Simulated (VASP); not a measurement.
Set up this calculation in VASP 6.6.1, as the native input.

| Item | Value |
| --- | --- |
| Task | single point |
| Functional | r2SCAN |
| Potentials or basis | VASP PAW PBE potentials, release 64 (I) |
| Cutoff | 520 eV |
| k mesh | 12 × 12 × 12 |
| Occupations | gaussian, width 0.1 eV |
| Spin | no spin polarisation |
| Dipole correction | no |
| Further INCAR settings | ALGO = Normal; EDIFF = 1e-07; NBANDS = 18 |

The system is I.

```
I
1.0
     2.14565    1.23879    7.27354
    -2.14565    1.23879    7.27354
     0.00000   -2.47758    7.27354
I
3
Direct
  0.00000 0.00000 0.00000
  0.22236 0.22236 0.22236
  0.77764 0.77764 0.77764
```

The input as run:

POSCAR

```
I
1.0
    2.1456458245      1.2387891944      7.2735446501
   -2.1456458245      1.2387891944      7.2735446501
    0.0000000000     -2.4775783888      7.2735446501
I
3
Direct
    0.0000000000      0.0000000000      0.0000000000
    0.2223617473      0.2223617473      0.2223617473
    0.7776382527      0.7776382527      0.7776382527
```

INCAR.step1

```
SYSTEM = I
ALGO = Normal
EDIFF = 1E-4
ENCUT = 520
GGA = PE
ISMEAR = 0
LASPH = .True.
LCHARG = .False.
LREAL = .False.
LWAVE = .True.
NBANDS = 18
NELM = 100
PREC = Accurate
SIGMA = 0.1
```

INCAR.step2

```
SYSTEM = I
ALGO = Normal
EDIFF = 1E-7
ENCUT = 520
ISIF = 2
ISMEAR = 0
ISTART = 1
LASPH = .True.
LCHARG = .False.
LMIXTAU = .True.
LREAL = .False.
LWAVE = .False.
METAGGA = R2SCAN
NBANDS = 18
NELM = 100
PREC = Accurate
SIGMA = 0.1
```

KPOINTS

```
k-points
0
Gamma
  12 12 12
  0 0 0
```

Potentials or basis: VASP PAW PBE potentials, release 64 (I).

Launch:

```console
$ cat potpaw_PBE.64/I/POTCAR > POTCAR
$ cp INCAR.step1 INCAR
$ mpirun -np 1 vasp_std > vasp.out
$ cp INCAR.step2 INCAR
$ mpirun -np 1 vasp_std > vasp.out
```

Results of the run:

The pressure is -0.1 GPa and the band gap on the k mesh is zero (an odd number of electrons rules out a gap without spin polarisation).

Caveat: the PAW data sets were made with another functional, which shifts forces and pressure a little; spin-orbit coupling is left out, which moves the levels of the heavy elements; an odd number of electrons without spin polarisation forces a metal; a magnetic or distorted state may lie lower.

Wall time 35 min on 1 thread of Intel(R) Xeon(R) 6975P-C (Granite Rapids), with other jobs on the host, peak memory 0.71 GiB.
